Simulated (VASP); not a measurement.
# TiAl (P1) in VASP: notebook

Runs on TiAl. Level: r2SCAN. Tasks: single point.

All numbers are computed with VASP 6.6.1; they aren't measurements. Logs are shortened: lines on timing, memory, paths and dates and some standing lists are left out, and cuts for length are marked.

## Step 1: The cell of the first run

The typed cell holds 16 atoms: a = 5.734 Å, b = 5.763 Å, c = 9.086 Å, α = 90.00°, β = 90.32°, γ = 120.08°.

## Step 2: Single point, r2SCAN

Contents of POSCAR:

```
TiAl
1.0
    2.8558726380     -4.9715979345     -0.0161297284
    2.8850206341      4.9884265380      0.0000366657
   -0.0257489003      0.0149338752      9.0857126417
Al Ti
8 8
Direct
    0.3281033999      0.1640793553      0.1240599264
    0.3360847942      0.1683241647      0.6241049769
    0.8399342380      0.1735668830      0.6221956305
    0.3283756160      0.6642132414      0.6252191723
    0.8403216413      0.6655567410      0.6221924498
    0.6625302672      0.3313176317      0.8692924835
    0.6704752321      0.8352765234      0.3789925459
    0.6602445108      0.8300476021      0.8697259300
    0.8186736908      0.1522305635      0.1231677983
    0.3311333865      0.6655631515      0.1332612581
    0.8189676397      0.6655032580      0.1232425334
    0.6672521217      0.3337752490      0.3698893539
    0.1720993636      0.3320592865      0.3742759916
    0.1681253030      0.3357492532      0.8781888081
    0.1727604207      0.8413787052      0.3742334336
    0.1682438795      0.8332849738      0.8781800878
```

Contents of INCAR.step1:

```
  PREC = Accurate
  ENCUT = 520
  ISMEAR = 0
  SIGMA = 0.1
  LREAL = Auto
  LASPH = True
  NELM = 100
  NBANDS = 74
  ISYM = 0
  GGA = PE
  ALGO = Normal
  EDIFF = 1E-4
  LWAVE = True
  LCHARG = False
```

Contents of INCAR.step2:

```
  PREC = Accurate
  ENCUT = 520
  EDIFF = 1E-6
  ISMEAR = 0
  SIGMA = 0.1
  LREAL = Auto
  LASPH = True
  NELM = 100
  ALGO = Normal
  ISIF = 2
  LWAVE = False
  LCHARG = True
  METAGGA = R2SCAN
  LMIXTAU = True
  LELF = True
  LVHAR = True
  NBANDS = 74
  ISYM = 0
  ISTART = 1
```

Contents of KPOINTS:

```
Automatic mesh
0
Gamma
  3 3 2
  0 0 0.5
```

Potentials or basis: VASP PAW PBE potentials, release 64 (Al, Ti_sv).

Run with:

```bash
> cat potpaw_PBE.64/Al/POTCAR potpaw_PBE.64/Ti_sv/POTCAR > POTCAR
> cp INCAR.step1 INCAR
> mpirun -np 1 vasp_std > vasp.out
> cp INCAR.step2 INCAR
> mpirun -np 1 vasp_std > vasp.out
```

OUTCAR:

```text
PREC = Accurate
   ENCUT = 520
   EDIFF = 1E-6
   ISMEAR = 0
   LREAL = Auto
   LASPH = True
   NELM = 100
   ISIF = 2
   METAGGA = R2SCAN
   ISYM = 0
   ISTART = 1

 ion  position               nearest neighbor table
   1  0.328  0.164  0.124-  16 2.77  14 2.77  12 2.79  15 2.79  13 2.79   9 2.85  11 2.85   6 2.86
                            10 2.88  10 2.88   9 2.89  11 2.89
   2  0.336  0.168  0.624-   6 2.75  15 2.79  13 2.79  12 2.84  14 2.85  16 2.85   3 2.86   5 2.87
                             3 2.87   5 2.87   4 2.88   4 2.88
   3  0.840  0.174  0.622-   7 2.78  13 2.80   6 2.80   4 2.81  12 2.82  14 2.83   8 2.83   5 2.83
                             2 2.86   2 2.87   5 2.93   4 2.93
   4  0.328  0.664  0.625-   8 2.76   5 2.80   3 2.81  13 2.81  15 2.82   7 2.82  14 2.83  16 2.83
                             2 2.88   2 2.88   3 2.93   5 2.93
   5  0.840  0.666  0.622-   7 2.78   6 2.80  15 2.80   4 2.80  12 2.82  16 2.83   8 2.83   3 2.83
                             2 2.87   2 2.87   3 2.93   4 2.93
   6  0.663  0.331  0.869-   2 2.75   5 2.80   3 2.80  11 2.84   9 2.84  14 2.85  16 2.85   1 2.86
                             8 2.88   8 2.88  14 2.89  16 2.89
   7  0.670  0.835  0.379-   3 2.78   5 2.78  10 2.79   9 2.82   4 2.82  11 2.82  15 2.86  13 2.87
                            15 2.87  13 2.88  12 2.88  12 2.88
   8  0.660  0.830  0.870-   4 2.76   9 2.80  11 2.81  16 2.83   3 2.83  14 2.83   5 2.83   6 2.88
                             6 2.88  16 2.90  10 2.91  14 2.91
   9  0.819  0.152  0.123-  12 2.79  10 2.80   8 2.80  11 2.81   7 2.82  14 2.83   6 2.84   1 2.85
                            13 2.87   1 2.89
  10  0.331  0.666  0.133-  13 2.75  15 2.75   7 2.79   9 2.80  11 2.80  14 2.84  16 2.84   1 2.88
                             1 2.88   8 2.91
  11  0.819  0.666  0.123-  12 2.79  10 2.80   9 2.81   8 2.81   7 2.82  16 2.83   6 2.84   1 2.85
                            15 2.87   1 2.89
  12  0.667  0.334  0.370-   1 2.79  11 2.79   9 2.79   5 2.82   3 2.82  15 2.83  13 2.83   2 2.84
                             7 2.88   7 2.88  13 2.90  15 2.91
  13  0.172  0.332  0.374-  10 2.75   2 2.79   1 2.79   3 2.80   4 2.81  15 2.83  12 2.83   7 2.87
                             9 2.87   7 2.88  12 2.90
  14  0.168  0.336  0.878-   1 2.77   4 2.83   3 2.83   9 2.83   8 2.83  10 2.84   6 2.85   2 2.85
                            16 2.87   6 2.89  16 2.90   8 2.91
  15  0.173  0.841  0.374-  10 2.75   1 2.79   2 2.79   5 2.80   4 2.82  13 2.83  12 2.83   7 2.86
                            11 2.87   7 2.87  12 2.91
  16  0.168  0.833  0.878-   1 2.77   4 2.83   5 2.83  11 2.83   8 2.83  10 2.84   6 2.85   2 2.85
                            14 2.87   6 2.89  14 2.90   8 2.90

IMPORTANT INFORMATION: All symmetrisations will be switched off!
NOSYMM: (Re-)initialisation of all symmetry stuff for point group C_1.

----------------------------------------------------------------------------------------

                                     Primitive cell

[... 118 lines left out ...]
   EFERMI_NEDOS =   21; number of points for ismear=-14 and -15
   IALGO  =     38    algorithm
   IMIX   =      4    mixing-type and parameters
     AMIX     =   0.40;   BMIX     =  1.00
     AMIX_MAG =   1.60;   BMIX_MAG =  1.00
  volume/ion in A,a.u.               =      16.23       109.56
  Fermi-wavevector in a.u.,A,eV,Ry     =   1.265557  2.391556 21.791563  1.601635
  Thomas-Fermi vector in A             =   2.398804
   LORBIT       =      0    0 simple, 1 ext, 2 COOP (PROOUT), +10 PAW based schemes
   METAGGA = R2SCAN    functional components
   LHFCALC =     F    Hartree Fock is set to
   AEXX    =    0.0000 exact exchange contribution
   IVDW    =     0    specifies the selected vdW correction
   LEPSILON=     F    determine dielectric tensor
   LRPA    =     F    only Hartree local field effects (RPA)
 non-spin polarized calculation
 Gauss-broadening in eV      SIGMA  =   0.10
  energy-cutoff  :      520.00
  volume of cell :      259.75
 maximum number of plane-waves:      7019
 NGX is ok and might be reduce to    42
   NGX = 21   NGY = 21   NGZ = 33

 number of electron     120.0000000 magnetization

 Free energy of the ion-electron system (eV)
  ---------------------------------------------------
  ext. energy  EPLUGINS =         0.00000000
  ---------------------------------------------------
  free energy    TOTEN  =      -162.66655661 eV

  energy without entropy =     -162.62095386  energy(sigma->0) =     -162.64375523

 E-fermi :   8.4245     XC(G=0): -11.8489

 val. band max:        8.4222189096   @ k =   0.3333   0.3333   0.2500
 cond. band min:       8.4409399752   @ k =   0.0000  -0.0000   0.2500
 fundamental gap:      0.0187210656
 Fermi energy:         8.4245411807

 k-point     1 :       0.0000   -0.0000    0.2500
  band No.  band energies     occupation
      1     -50.6138      2.00000
      2     -50.5715      2.00000
      3     -50.5582      2.00000
      4     -50.5097      2.00000
      5     -50.4939      2.00000
      6     -50.4376      2.00000
[... 664 lines left out ...]
     71       9.8917      0.00000
     72      10.0839      0.00000
 [bands above 72 left out]

------------------------ aborting loop because EDIFF is reached ----------------------------------------

  FORCE on cell =-STRESS in cart. coord.  units (eV):
  Direction    XX          YY          ZZ          XY          YZ          ZX
  --------------------------------------------------------------------------------------
  -------------------------------------------------------------------------------------
  Total        0.0766248      0.1585987      0.0880502     -0.0475688      0.0049512      0.0060693
  in kB        0.4726278      0.9782496      0.5431008     -0.2934081      0.0305397      0.0374360
  external PRESSURE =       0.6646594 kB  Pullay stress =       0.0000000 kB

 VOLUME and BASIS-vectors are now :
 -----------------------------------------------------------------------------
  energy-cutoff  :      520.00
  volume of cell :      259.75
      direct lattice vectors                 reciprocal lattice vectors
     2.855872638 -4.971597935 -0.016129728     0.174486583 -0.100913066  0.000660362
     2.885020634  4.988426538  0.000036666     0.173897023  0.099891917  0.000328635
    -0.025748900  0.014933875  9.085712642     0.000309062 -0.000179553  0.110064084

 POSITION                                       TOTAL-FORCE (eV/Angst)
 -----------------------------------------------------------------------------------
      1.40720     -0.81085      1.12189         0.004667     -0.002216     -0.010223
      1.42936     -0.82189      5.66502        -0.001098     -0.002483      0.003248
      2.88347     -3.30070      5.63955        -0.007827     -0.002251      0.009981
      2.83797      1.69016      5.67529         0.008422     -0.007773      0.013286
      4.30398     -0.84837      5.63953        -0.005451      0.008323      0.007487
      2.82558     -1.62810      7.88747         0.001610     -0.002979     -0.000558
[... 8 lines left out ...]
      2.91114      3.34385      3.39742         0.007672      0.016526      0.020502
      2.86192      3.33345      7.97621        -0.006274     -0.001849     -0.024969
 -----------------------------------------------------------------------------------
    total drift:                                0.016237      0.023374     -0.033207

  FREE ENERGIE OF THE ION-ELECTRON SYSTEM (eV)
  ---------------------------------------------------
  free  energy   TOTEN  =      -162.6665566057 eV

  energy  without entropy=     -162.6209538553  energy(sigma->0) =     -162.64375523
```

OUTCAR.step1:

```text
PREC = Accurate
   ENCUT = 520
   ISMEAR = 0
   LREAL = Auto
   LASPH = True
   NELM = 100
[... 904 lines left out ...]
      4.30398     -0.84837      5.63953         0.013035     -0.005762     -0.018884
      2.82558     -1.62810      7.88747         0.029757     -0.019284      0.032215
[... 8 lines left out ...]
      2.91114      3.34385      3.39742        -0.032035     -0.014075      0.016455
      2.86192      3.33345      7.97621        -0.035834      0.009409      0.007390
 -----------------------------------------------------------------------------------
    total drift:                                0.017533      0.021105     -0.023105

  FREE ENERGIE OF THE ION-ELECTRON SYSTEM (eV)
  ---------------------------------------------------
  free  energy   TOTEN  =       -97.3416977978 eV

  energy  without entropy=      -97.2896189612  energy(sigma->0) =      -97.31565838
```

Wall time 15 min (1 thread of AMD EPYC 9R45 (Zen 5), shared host); peak memory 0.46 GiB.

What came out:

```
Free energy            : -162.6666 eV
Pressure               : 0.1 GPa
Largest force          : 0.032 eV/Å
Band gap on the k mesh : zero (bands 60 and 61 overlap by 0.02 eV)
```

Forces in eV/Å, atoms in the order of the input:
```
Al   0.005 -0.002 -0.010
Al  -0.001 -0.002  0.003
Al  -0.008 -0.002  0.010
Al   0.008 -0.008  0.013
Al  -0.005  0.008  0.007
Al   0.002 -0.003 -0.001
Al   0.003 -0.003  0.020
Al  -0.009  0.004 -0.017
Ti   0.003  0.004  0.015
Ti  -0.004 -0.006 -0.031
Ti   0.014 -0.006 -0.002
Ti  -0.012 -0.001  0.003
Ti  -0.004 -0.012  0.010
Ti   0.006  0.015 -0.017
Ti   0.008  0.017  0.021
Ti  -0.006 -0.002 -0.025
```

Caveat: the k points lie up to 0.42 Å⁻¹ apart; the PAW data sets were made with another functional, which shifts forces and pressure a little.

## Step 3: Single point, r2SCAN

This run uses another cell than the first one, of 16.40 Å³/atom.

Contents of POSCAR:

```
TiAl
1.0
    2.8743242730     -4.9793022850      0.0000018722
    2.9086523844      4.9991216295     -0.0035917356
   -0.0057437814     -0.0033196327      9.0970713603
Al Ti
8 8
Direct
    0.3384063661      0.1674871166      0.1239223397
    0.8292883201      0.1676181266      0.1239106689
    0.3352893276      0.6696209542      0.1257505767
    0.8341892231      0.6682191579      0.1225188057
    0.8335477994      0.6669039715      0.6247685541
    0.1633064127      0.3267902540      0.8775935126
    0.6702408647      0.8372413189      0.8774259308
    0.1672779660      0.8371545765      0.8775626020
    0.3343070965      0.1690653842      0.6173462181
    0.8341995673      0.1687539103      0.6169627004
    0.3284339772      0.6566838410      0.6286729112
    0.6729882202      0.3465242792      0.3724421944
    0.6663563638      0.3326843238      0.8688463816
    0.1711113278      0.3412044833      0.3733742210
    0.6686155286      0.8339815450      0.3768491904
    0.1663971223      0.8345641246      0.3769949428
```

Contents of INCAR.step1:

```
ALGO = Normal
EDIFF = 1E-4
ENCUT = 520
GGA = PE
ISMEAR = 0
ISYM = 0
LASPH = True
LCHARG = False
LREAL = Auto
LWAVE = True
NBANDS = 74
NELM = 100
PREC = Accurate
SIGMA = 0.1
```

Contents of INCAR.step2:

```
ALGO = Normal
EDIFF = 1E-7
ENCUT = 520
ISIF = 2
ISMEAR = 0
ISTART = 1
ISYM = 0
LASPH = True
LCHARG = False
LMIXTAU = True
LREAL = Auto
LWAVE = False
METAGGA = R2SCAN
NBANDS = 74
NELM = 100
PREC = Accurate
SIGMA = 0.1
```

KPOINTS is that of step 2.

Potentials or basis: VASP PAW PBE potentials, release 64 (Al, Ti_sv).

Run with:

```bash
> cat potpaw_PBE.64/Al/POTCAR potpaw_PBE.64/Ti_sv/POTCAR > POTCAR
> cp INCAR.step1 INCAR
> mpirun -np 1 vasp_std > vasp.out
> cp INCAR.step2 INCAR
> mpirun -np 1 vasp_std > vasp.out
```

OUTCAR:

```text
EDIFF = 1E-7
   ENCUT = 520
   ISIF = 2
   ISMEAR = 0
   ISTART = 1
   ISYM = 0
   LASPH = True
   LREAL = Auto
   METAGGA = R2SCAN
   NELM = 100
   PREC = Accurate

 ion  position               nearest neighbor table
   1  0.338  0.167  0.124-   8 2.79   6 2.79  12 2.81   2 2.82  14 2.84  13 2.84  16 2.85   3 2.87
                             4 2.88   4 2.90   3 2.91   2 2.93
   2  0.829  0.168  0.124-   7 2.79   6 2.79  12 2.81   1 2.82  14 2.84  13 2.84  15 2.85   3 2.87
                             4 2.88   4 2.90   3 2.91   1 2.93
   3  0.335  0.670  0.126-  14 2.79   7 2.81   8 2.81  15 2.82  16 2.83   6 2.84   2 2.87   1 2.87
                             4 2.87   4 2.88   1 2.91   2 2.91
   4  0.834  0.668  0.123-   8 2.78   7 2.78  12 2.79  15 2.84  16 2.85  13 2.85   3 2.87   3 2.88
                             2 2.88   1 2.88   1 2.90   2 2.90
   5  0.834  0.667  0.625-  13 2.78  15 2.80  12 2.80  16 2.80   7 2.84   8 2.84  11 2.88  11 2.88
                             9 2.88  10 2.88   9 2.90  10 2.90
   6  0.163  0.327  0.878-   2 2.79   1 2.79  11 2.81   3 2.84   7 2.84   8 2.84  13 2.88  13 2.88
                             9 2.88  10 2.88   8 2.94   7 2.94
   7  0.670  0.837  0.877-   4 2.78   2 2.79   3 2.81  11 2.83   5 2.84   6 2.84   8 2.86  13 2.88
                             8 2.89  10 2.90  13 2.91   6 2.94
   8  0.167  0.837  0.878-   4 2.78   1 2.79   3 2.81  11 2.83   5 2.84   6 2.84   7 2.86  13 2.88
                             7 2.89   9 2.90  13 2.91   6 2.94
   9  0.334  0.169  0.617-  16 2.75  14 2.78  12 2.80  13 2.82  11 2.84  10 2.87  10 2.87   6 2.88
                             5 2.88   8 2.90   5 2.90
  10  0.834  0.169  0.617-  15 2.75  14 2.78  12 2.80  13 2.83  11 2.84   9 2.87   9 2.87   6 2.88
                             5 2.88   7 2.90   5 2.90
  11  0.328  0.657  0.629-   6 2.81  14 2.81   7 2.83   8 2.83   9 2.84  10 2.84  16 2.85  15 2.85
                             5 2.88   5 2.88
  12  0.673  0.347  0.372-   4 2.79  10 2.80   9 2.80   5 2.80   1 2.81   2 2.81  15 2.83  16 2.84
                            14 2.87  14 2.88
  13  0.666  0.333  0.869-   5 2.78   9 2.82  10 2.83   1 2.84   2 2.84   4 2.85   6 2.88   6 2.88
                             8 2.88   7 2.88   7 2.91   8 2.91
  14  0.171  0.341  0.373-   9 2.78  10 2.78   3 2.79  11 2.81   1 2.84   2 2.84  15 2.86  16 2.87
                            12 2.87  12 2.88  16 2.92  15 2.92
  15  0.669  0.834  0.377-  10 2.75   5 2.80   3 2.82  12 2.83   4 2.84   2 2.85  11 2.85  16 2.86
[... 147 lines left out ...]
  volume of cell :      262.47
 maximum number of plane-waves:      7071
 NGX is ok and might be reduce to    48
   NGX = 21   NGY = 21   NGZ = 33

 number of electron     120.0000001 magnetization

 Free energy of the ion-electron system (eV)
  ---------------------------------------------------
  ext. energy  EPLUGINS =         0.00000000
  ---------------------------------------------------
  free energy    TOTEN  =      -161.54588615 eV

  energy without entropy =     -161.50502179  energy(sigma->0) =     -161.52545397

 E-fermi :   8.3867     XC(G=0): -11.8056

 val. band max:        8.3812463455   @ k =  -0.3333  -0.3333   0.2500
 cond. band min:       8.4188217926   @ k =   0.0000  -0.3333   0.2500
 fundamental gap:      0.0375754472
 Fermi energy:         8.3867031090

 k-point     1 :       0.0000    0.0000    0.2500
  band No.  band energies     occupation
      1     -50.7283      2.00000
      2     -50.6467      2.00000
      3     -50.6386      2.00000
      4     -50.5652      2.00000
      5     -50.5501      2.00000
      6     -50.5311      2.00000
[... 664 lines left out ...]
     71       9.7251      0.00000
     72       9.9391      0.00000
 [bands above 72 left out]

------------------------ aborting loop because EDIFF is reached ----------------------------------------

  FORCE on cell =-STRESS in cart. coord.  units (eV):
  Direction    XX          YY          ZZ          XY          YZ          ZX
  --------------------------------------------------------------------------------------
  -------------------------------------------------------------------------------------
  Total        0.1231966      0.0621705      0.0381081      0.0540428      0.0024793      0.0007277
  in kB        0.7520202      0.3795029      0.2326208      0.3298900      0.0151341      0.0044418
  external PRESSURE =       0.4547146 kB  Pullay stress =       0.0000000 kB

 VOLUME and BASIS-vectors are now :
 -----------------------------------------------------------------------------
  energy-cutoff  :      520.00
  volume of cell :      262.47
      direct lattice vectors                 reciprocal lattice vectors
     2.874324273 -4.979302285  0.000001872     0.173266875 -0.100812280  0.000072611
     2.908652384  4.999121630 -0.003591736     0.172579992  0.099622564  0.000145318
    -0.005743781 -0.003319633  9.097071360     0.000068103  0.000039354  0.109925544

 POSITION                                       TOTAL-FORCE (eV/Angst)
 -----------------------------------------------------------------------------------
      1.45914     -0.84815      1.12673        -0.013042     -0.000170     -0.017750
      2.87047     -3.29175      1.12662        -0.004974     -0.010911     -0.011930
      2.91070      1.67759      1.14156         0.000742      0.009100     -0.019032
      4.34064     -0.81358      1.11216         0.005489     -0.003257     -0.031569
      4.33209     -0.81863      5.68117         0.000544      0.000340      0.017980
      1.41487      0.81760      7.98236        -0.000936     -0.001541      0.027604
[... 8 lines left out ...]
      4.34542      0.83869      3.42523        -0.011924     -0.004212     -0.005021
      2.90357      3.34229      3.42655        -0.012994     -0.011687     -0.003220
 -----------------------------------------------------------------------------------
    total drift:                                0.029784      0.010947     -0.013967

  FREE ENERGIE OF THE ION-ELECTRON SYSTEM (eV)
  ---------------------------------------------------
  free  energy   TOTEN  =      -161.5458861544 eV

  energy  without entropy=     -161.5050217895  energy(sigma->0) =     -161.52545397
```

It took 17 min on 1 thread of AMD EPYC 9R45 (Zen 5), shared host; peak memory 0.46 GiB.

What came out:

```yaml
Free_energy: -161.5459 eV
Pressure: 0.0 GPa
Largest_force: 0.041 eV/Å
Band_gap_on_the_k_mesh: zero (bands 60 and 61 overlap by 0.04 eV)
```

Forces in eV/Å, atoms in the order of the input:
```
Al  -0.013  0.000 -0.018
Al  -0.005 -0.011 -0.012
Al   0.001  0.009 -0.019
Al   0.005 -0.003 -0.032
Al   0.001  0.000  0.018
Al  -0.001 -0.002  0.028
Al  -0.004 -0.011  0.022
Al  -0.012  0.003  0.022
Ti   0.003 -0.011 -0.022
Ti   0.009  0.011 -0.011
Ti  -0.016 -0.005  0.014
Ti   0.026 -0.003  0.006
Ti   0.010  0.005  0.022
Ti   0.022  0.033 -0.010
Ti  -0.012 -0.004 -0.005
Ti  -0.013 -0.012 -0.003
```

Levels at points of the mesh, in eV from the Fermi level:
| k point | band 57 | band 58 | band 59 | band 60 | band 61 | band 62 | band 63 | band 64 |
| --- | --- | --- | --- | --- | --- | --- | --- | --- |
| (0.00, 0.00, 0.25) | -0.98 | -0.81 | -0.46 | -0.44 | 0.37 | 0.52 | 0.70 | 0.80 |

Caveat: the k points lie up to 0.42 Å⁻¹ apart; the PAW data sets were made with another functional, which shifts forces and pressure a little.

The gap in the log of VASP goes by the Fermi energy; the results here count the filled bands.